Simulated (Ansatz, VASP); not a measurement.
# Two plane-wave programs on LiB2C2

```xyz
5
Lattice="2.7146 0.0000 0.0000 -1.3573 2.3510 0.0000 0.0000 0.0000 7.1181" Properties=species:S:1:pos:R:3 pbc="T T T"
Li    0.0000    0.0000    3.5590
B     0.0000    1.5673    5.3372
B     1.3573    0.7837    1.7808
C     0.0000    1.5673    1.8380
C     1.3573    0.7837    5.2800
```

Alike in both runs: task single point; functional PBE; k mesh 7 × 7 × 3; occupations fermi-dirac, width 0.1 eV; no spin polarisation.

```csv
,VASP,Ansatz
version,VASP 6.6.1,Ansatz 0.2.0
potentials or method,"VASP PAW PBE potentials, release 64 (Li_sv, B, C)","plane waves, PAW"
plane-wave cutoff (eV),520,420
valence electrons in the cell,17,17
```

```csv
,VASP,Ansatz,Ansatz less VASP
gap on the k mesh at the Fermi level (eV),none,none,-
rms of the force components (eV/Å),0.007,0.006,-0.0013
```

Atom by atom the forces differ by 0.002 eV/Å (rms over components). A gap of «none» marks a metal or a gap that the smearing closes.

The k mesh is coarse, so the values compare programs but aren't converged. Noted on VASP's run: the cutoff is short for stress, so the pressure is rough.
